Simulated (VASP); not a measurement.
# Al3Cl in VASP: further runs

The runs below take Al3Cl through single point, with PBE.

Everything below comes from runs of VASP 6.6.1. Logs are shortened: lines on timing, memory, paths and dates and some standing lists are left out, and cuts for length are marked.

## 1. The cell of the first run

The cell holds a slab with vacuum, 4 atoms: a = 2.857 Å, b = 2.857 Å, c = 20.101 Å, α = 90.00°, β = 90.00°, γ = 120.00°.

## 2. Single point, PBE

Contents of INCAR:

```
ALGO = Normal
DIPOL = 0.5 0.5 0.366
EDIFF = 1E-6
ENCUT = 520
GGA = PE
IDIPOL = 3
ISIF = 2
ISMEAR = 0
LASPH = True
LCHARG = False
LDIPOL = True
LREAL = False
LWAVE = False
NBANDS = 16
NELM = 100
PREC = Accurate
SIGMA = 0.1
```

Contents of KPOINTS:

```
k-points
0
Gamma
  9 9 1
```

Contents of POSCAR:

```
Al3Cl
1.0
    2.8567582918      0.0000000000      0.0000000000
   -1.4283791459      2.4740252532      0.0000000000
    0.0000000000      0.0000000000     20.1013782055
Al Cl
3 1
Direct
    0.6666666667      0.3333333333      0.1989913308
    0.3333333333      0.6666666667      0.3134471548
    0.0000000000      0.0000000000      0.4278999240
    0.0000000000      0.3333333333      0.5242387648
```

Potentials or basis: VASP PAW PBE potentials, release 64 (Al, Cl).

On the command line:

```
$ cat potpaw_PBE.64/Al/POTCAR potpaw_PBE.64/Cl/POTCAR > POTCAR
$ mpirun -np 1 vasp_std > vasp.out
```

OUTCAR:

```text
EDIFF = 1E-6
   ENCUT = 520
   GGA = PE
   ISIF = 2
   ISMEAR = 0
   LASPH = True
   LREAL = False
   NELM = 100
   PREC = Accurate

 ion  position               nearest neighbor table
   1  0.667  0.333  0.199-   2 2.83   2 2.83   2 2.83
   2  0.333  0.667  0.313-   3 2.83   3 2.83   3 2.83   1 2.83   1 2.83   1 2.83
   3  0.000  0.000  0.428-   4 2.16   4 2.72   2 2.83   2 2.83   2 2.83
   4  0.000  0.333  0.524-   3 2.16   3 2.72

  LATTYP: Found a hexagonal cell.
 ALAT       =     2.8567582918
 C/A-ratio  =     7.0364294603

  Lattice vectors:

 A1 = (   2.8567582918,   0.0000000000,   0.0000000000)
 A2 = (  -1.4283791459,   2.4740252532,   0.0000000000)
 A3 = (   0.0000000000,   0.0000000000,  20.1013782055)

Analysis of symmetry for initial positions (statically):
=====================================================================
 Subroutine PRICEL returns:
 Original cell was already a primitive cell.

 Routine SETGRP: Setting up the symmetry group for a
 hexagonal supercell.

 Subroutine GETGRP returns: Found  1 space group operations
 (whereof  1 operations were pure point group operations)
 out of a pool of 24 trial point group operations.

The static configuration has the point symmetry C_1 .

Analysis of symmetry for dynamics (positions and initial velocities):
=====================================================================
 Subroutine PRICEL returns:
 Original cell was already a primitive cell.

 Routine SETGRP: Setting up the symmetry group for a
 hexagonal supercell.

 Subroutine GETGRP returns: Found  1 space group operations
 (whereof  1 operations were pure point group operations)
 out of a pool of 24 trial point group operations.

The dynamic configuration has the point symmetry C_1 .

 Subroutine INISYM returns: Found  1 space group operations
 (whereof  1 operations are pure point group operations),
 and found     1 'primitive' translations

----------------------------------------------------------------------------------------

                                     Primitive cell

  volume of cell :     142.0704

  direct lattice vectors                    reciprocal lattice vectors
     2.856758292  0.000000000  0.000000000     0.350047116  0.202099796  0.000000000
    -1.428379146  2.474025253  0.000000000     0.000000000  0.404199593  0.000000000
     0.000000000  0.000000000 20.101378206     0.000000000  0.000000000  0.049747833

  length of vectors
[... 97 lines left out ...]
   NELECT =      16.0000    total number of electrons
   NUPDOWN=      -1.0000    fix difference up-down
   EMIN   =  10.00;   EMAX   =-10.00  energy-range for DOS
   EFERMI =   0.00;   METHOD = LEGACY
   ISMEAR =     0;   SIGMA  =   0.10  broadening in eV -4-tet -1-fermi 0-gaus
   EFERMI_NEDOS =   21; number of points for ismear=-14 and -15
   IALGO  =     38    algorithm
   IMIX   =      4    mixing-type and parameters
     AMIX     =   0.40;   BMIX     =  1.00
     AMIX_MAG =   1.60;   BMIX_MAG =  1.00
  volume/ion in A,a.u.               =      35.52       239.68
  Fermi-wavevector in a.u.,A,eV,Ry     =   0.790582  1.493984  8.503915  0.625020
  Thomas-Fermi vector in A             =   1.895952
   LORBIT       =      0    0 simple, 1 ext, 2 COOP (PROOUT), +10 PAW based schemes
   GGA     = PE    functional components
   LHFCALC =     F    Hartree Fock is set to
   AEXX    =    0.0000 exact exchange contribution
   IVDW    =     0    specifies the selected vdW correction
   LEPSILON=     F    determine dielectric tensor
   LRPA    =     F    only Hartree local field effects (RPA)
 non-spin polarized calculation
 Gauss-broadening in eV      SIGMA  =   0.10
  energy-cutoff  :      520.00
  volume of cell :      142.07
 maximum number of plane-waves:      3849
 NGX is ok and might be reduce to    24
   NGX = 11   NGY = 11   NGZ = 75

 dipolmoment           0.000000      0.000000     -0.018795 electrons x Angstroem

 number of electron      15.9999999 magnetization

 dipolmoment           0.000000      0.000000      0.043583 electrons x Angstroem

 Free energy of the ion-electron system (eV)
  ---------------------------------------------------
  ext. energy  EPLUGINS =         0.00000000
  ---------------------------------------------------
  free energy    TOTEN  =       -12.87091278 eV

  energy without entropy =      -12.86472401  energy(sigma->0) =      -12.86781840

 E-fermi :   0.9209     XC(G=0):  -5.4253

 val. band max:        0.9119986450   @ k =  -0.2222   0.2222   0.0000
 cond. band min:       1.0631456203   @ k =   0.4444   0.4444   0.0000
 fundamental gap:      0.1511469753
 Fermi energy:         0.9209002256

 k-point     1 :       0.0000    0.0000    0.0000
  band No.  band energies     occupation
      1     -16.3432      2.00000
      2      -9.7120      2.00000
      3      -8.1210      2.00000
      4      -5.9570      2.00000
      5      -3.4667      2.00000
      6      -0.1337      2.00000
[... 433 lines left out ...]
      3      -5.3474      2.00000
      4      -4.5145      2.00000
      5      -3.0638      2.00000
      6      -1.2161      2.00000
[... 8 lines left out ...]
     15       7.4719      0.00000
     16       8.2728      0.00000

 [... further k-points ...]

------------------------ aborting loop because EDIFF is reached ----------------------------------------

 vacuum level on the upper side and lower side of the slab       (xc-potential included)         0.473        -0.574

  FORCE on cell =-STRESS in cart. coord.  units (eV):
  Direction    XX          YY          ZZ          XY          YZ          ZX
  --------------------------------------------------------------------------------------
  -------------------------------------------------------------------------------------
  Total        4.6403282      4.7941440      0.4350594     -0.1672318      0.2101997     -0.2520480
  in kB       52.3306132     54.0652478      4.9063182     -1.8859319      2.3704963     -2.8424337
  external PRESSURE =      37.1007264 kB  Pullay stress =       0.0000000 kB

 VOLUME and BASIS-vectors are now :
 -----------------------------------------------------------------------------
  energy-cutoff  :      520.00
  volume of cell :      142.07
      direct lattice vectors                 reciprocal lattice vectors
     2.856758292  0.000000000  0.000000000     0.350047116  0.202099796  0.000000000
    -1.428379146  2.474025253  0.000000000     0.000000000  0.404199593  0.000000000
     0.000000000  0.000000000 20.101378206     0.000000000  0.000000000  0.049747833

 POSITION                                       TOTAL-FORCE (eV/Angst)
 -----------------------------------------------------------------------------------
      1.42838      0.82468      4.00000        -0.027899      0.014075     -0.194222
     -0.00000      1.64935      6.30072         0.034508      0.041211      0.176484
      0.00000      0.00000      8.60138         0.148879     -0.246188      0.038559
     -0.47613      0.82468     10.53792        -0.155487      0.190902     -0.020822
 -----------------------------------------------------------------------------------
    total drift:                                0.000011     -0.000064      0.000198

  FREE ENERGIE OF THE ION-ELECTRON SYSTEM (eV)
  ---------------------------------------------------
  free  energy   TOTEN  =       -12.8709127795 eV

  energy  without entropy=      -12.8647240118  energy(sigma->0) =      -12.86781840

 vacuum level on the upper side and lower side of the slab         6.216         5.036
```

OSZICAR:

```text
N       E                     dE             d eps       ncg     rms          rms(c)
DAV:   1     0.743898899497E+02    0.74390E+02   -0.54238E+03  1312   0.758E+02
DAV:   2    -0.476180295076E+01   -0.79152E+02   -0.68879E+02  1848   0.133E+02
DAV:   3    -0.131877347503E+02   -0.84259E+01   -0.81888E+01  1824   0.450E+01
[... 16 lines left out ...]
DAV:  20    -0.128708839175E+02   -0.30479E-04   -0.37696E-06  1520   0.136E-02    0.449E-03
DAV:  21    -0.128708997852E+02   -0.15868E-04   -0.13992E-06  1376   0.541E-03    0.203E-03
DAV:  22    -0.128709084048E+02   -0.86196E-05   -0.45128E-07  1312   0.303E-03    0.181E-03
DAV:  23    -0.128709120333E+02   -0.36285E-05   -0.21009E-07  1312   0.223E-03    0.125E-03
DAV:  24    -0.128709127795E+02   -0.74626E-06   -0.42111E-08  1296   0.117E-03
   1 F= -.12870913E+02 E0= -.12867818E+02  d E =-.618877E-02
```

Run time: 60 s. Hardware: 1 thread of Intel Xeon 6975P-C (Granite Rapids), shared host; peak memory 0.3 GiB.

Results:

- Free energy: -12.8709 eV
- Largest force: 0.290 eV/Å
- Band gap on the k mesh: zero (band 8 reaches 1.52 eV, above the bottom of band 9 at 0.14 eV)

Forces in eV/Å, atoms in the order of the input:
```
Al  -0.028  0.014 -0.194
Al   0.035  0.041  0.176
Al   0.149 -0.246  0.039
Cl  -0.155  0.191 -0.021
```

## 3. Single point, PBE

Contents of INCAR:

```
ALGO = Normal ; DIPOL = 0.5 0.5 0.368
EDIFF = 1E-7 ; ENCUT = 520
GGA = PE ; IDIPOL = 3
ISIF = 2 ; ISMEAR = 0
LASPH = T ; LCHARG = F
LDIPOL = T ; LREAL = F
LWAVE = F ; NBANDS = 16
NELM = 60 ; PREC = Accurate
SIGMA = 0.1
```

KPOINTS is that of step 2.

POSCAR: that of step 2 with these lines changed.

```diff
@@ -11,2 +11,2 @@
     0.0000000000      0.0000000000      0.4278999240
-    0.0000000000      0.3333333333      0.5242387648
+    0.0000000000      0.1666666667      0.5335746519
```

Potentials or basis: VASP PAW PBE potentials, release 64 (Al, Cl).

On the command line:

```
$ cat potpaw_PBE.64/Al/POTCAR potpaw_PBE.64/Cl/POTCAR > POTCAR
$ mpirun -np 1 vasp_std > vasp.out
```

OUTCAR:

```text
EDIFF = 1E-7
   ENCUT = 520
   GGA = PE
   ISIF = 2
   ISMEAR = 0
   LASPH = T
   LREAL = F
   NELM = 60
   PREC = Accurate

 ion  position               nearest neighbor table
   1  0.667  0.333  0.199-   2 2.83   2 2.83   2 2.83
   2  0.333  0.667  0.313-   3 2.83   3 2.83   3 2.83   1 2.83   1 2.83   1 2.83
   3  0.000  0.000  0.428-   4 2.18   2 2.83   2 2.83   2 2.83
   4  0.000  0.167  0.534-   3 2.18

  LATTYP: Found a hexagonal cell.
 ALAT       =     2.8567582918
 C/A-ratio  =     7.0364294603

  Lattice vectors:

 A1 = (   2.8567582918,   0.0000000000,   0.0000000000)
 A2 = (  -1.4283791459,   2.4740252532,   0.0000000000)
 A3 = (   0.0000000000,   0.0000000000,  20.1013782055)

Analysis of symmetry for initial positions (statically):
=====================================================================
 Subroutine PRICEL returns:
 Original cell was already a primitive cell.

 Routine SETGRP: Setting up the symmetry group for a
 hexagonal supercell.

 Subroutine GETGRP returns: Found  1 space group operations
 (whereof  1 operations were pure point group operations)
 out of a pool of 24 trial point group operations.

[... 181 lines left out ...]
      2      -9.8220      2.00000
      3      -8.1618      2.00000
      4      -5.9564      2.00000
      5      -3.6676      2.00000
      6      -0.4984      2.00000
[... 433 lines left out ...]
      3      -4.9418      2.00000
      4      -4.2770      2.00000
      5      -3.1392      2.00000
      6      -1.1684      2.00000
[... 8 lines left out ...]
     15       7.2860      0.00000
     16       8.4209      0.00000

 [... further k-points ...]

------------------------ aborting loop because EDIFF is reached ----------------------------------------

 vacuum level on the upper side and lower side of the slab       (xc-potential included)         0.637        -0.810

  FORCE on cell =-STRESS in cart. coord.  units (eV):
  Direction    XX          YY          ZZ          XY          YZ          ZX
  --------------------------------------------------------------------------------------
  -------------------------------------------------------------------------------------
  Total        3.4664370      3.1207010      0.7872718     -0.1473805     -0.2149249      0.1089357
  in kB       39.0922290     35.1932420      8.8783411     -1.6620620     -2.4237839      1.2285065
  external PRESSURE =      27.7212707 kB  Pullay stress =       0.0000000 kB

 VOLUME and BASIS-vectors are now :
 -----------------------------------------------------------------------------
  energy-cutoff  :      520.00
  volume of cell :      142.07
      direct lattice vectors                 reciprocal lattice vectors
     2.856758292  0.000000000  0.000000000     0.350047116  0.202099796  0.000000000
    -1.428379146  2.474025253  0.000000000     0.000000000  0.404199593  0.000000000
     0.000000000  0.000000000 20.101378206     0.000000000  0.000000000  0.049747833

 POSITION                                       TOTAL-FORCE (eV/Angst)
 -----------------------------------------------------------------------------------
      1.42838      0.82468      4.00000        -0.013300      0.016516     -0.234599
     -0.00000      1.64935      6.30072         0.009419     -0.000160      0.102738
      0.00000      0.00000      8.60138        -0.028809      0.049252      0.152709
     -0.23806      0.41234     10.72559         0.032691     -0.065608     -0.020848
 -----------------------------------------------------------------------------------
    total drift:                                0.000033     -0.000088      0.000108

  FREE ENERGIE OF THE ION-ELECTRON SYSTEM (eV)
  ---------------------------------------------------
  free  energy   TOTEN  =       -12.8595482683 eV

  energy  without entropy=      -12.8518960181  energy(sigma->0) =      -12.85572214

 vacuum level on the upper side and lower side of the slab         6.347         4.871
```

OSZICAR:

```text
N       E                     dE             d eps       ncg     rms          rms(c)
DAV:   1     0.721883225151E+02    0.72188E+02   -0.54160E+03  1312   0.757E+02
DAV:   2    -0.480630433277E+01   -0.76995E+02   -0.67651E+02  1808   0.132E+02
DAV:   3    -0.131298254447E+02   -0.83235E+01   -0.79937E+01  1848   0.441E+01
[... 20 lines left out ...]
DAV:  24    -0.128595423014E+02   -0.52822E-05   -0.21079E-07  1360   0.238E-03    0.104E-03
DAV:  25    -0.128595471800E+02   -0.48786E-05   -0.30423E-07  1400   0.224E-03    0.854E-04
DAV:  26    -0.128595479995E+02   -0.81944E-06   -0.36447E-08  1368   0.975E-04    0.488E-04
DAV:  27    -0.128595482530E+02   -0.25358E-06   -0.14424E-08  1288   0.728E-04    0.371E-04
DAV:  28    -0.128595482683E+02   -0.15299E-07   -0.94508E-09  1384   0.816E-04
   1 F= -.12859548E+02 E0= -.12855722E+02  d E =-.765225E-02
```

stdout:

```text
POSCAR found type information on POSCAR AlCl
 POSCAR found :  2 types and       4 ions
 scaLAPACK will be used
 LDA part: xc-table for (Slater+PW92), standard interpolation
 POSCAR, INCAR and KPOINTS ok, starting setup
 FFT: planning ... GRIDC
 FFT: planning ... GRID_SOFT
 FFT: planning ... GRID
 WAVECAR not read
 entering main loop
```

Wall time 71 s (1 thread of Intel Xeon 6975P-C (Granite Rapids), shared host); peak memory 0.3 GiB.

Results:

```yaml
Free_energy: -12.8595 eV
Largest_force: 0.236 eV/Å
Band_gap_on_the_k_mesh: zero (band 8 reaches 1.25 eV, above the bottom of band 9 at 0.06 eV)
```

Forces on the atoms (eV/Å):
```
Al  -0.013  0.017 -0.235
Al   0.009  0.000  0.103
Al  -0.029  0.049  0.153
Cl   0.033 -0.066 -0.021
```

Levels at points of the mesh, in eV from the Fermi level:
| k point | band 4 | band 5 | band 6 | band 7 | band 8 | band 9 | band 10 | band 11 | band 12 | band 13 |
| --- | --- | --- | --- | --- | --- | --- | --- | --- | --- | --- |
| (0.00, 0.00, 0.00) | -6.88 | -4.59 | -1.42 | 0.29 | 0.33 | 2.11 | 4.09 | 4.93 | 6.19 | 7.02 |

[end of part 1 of 2]
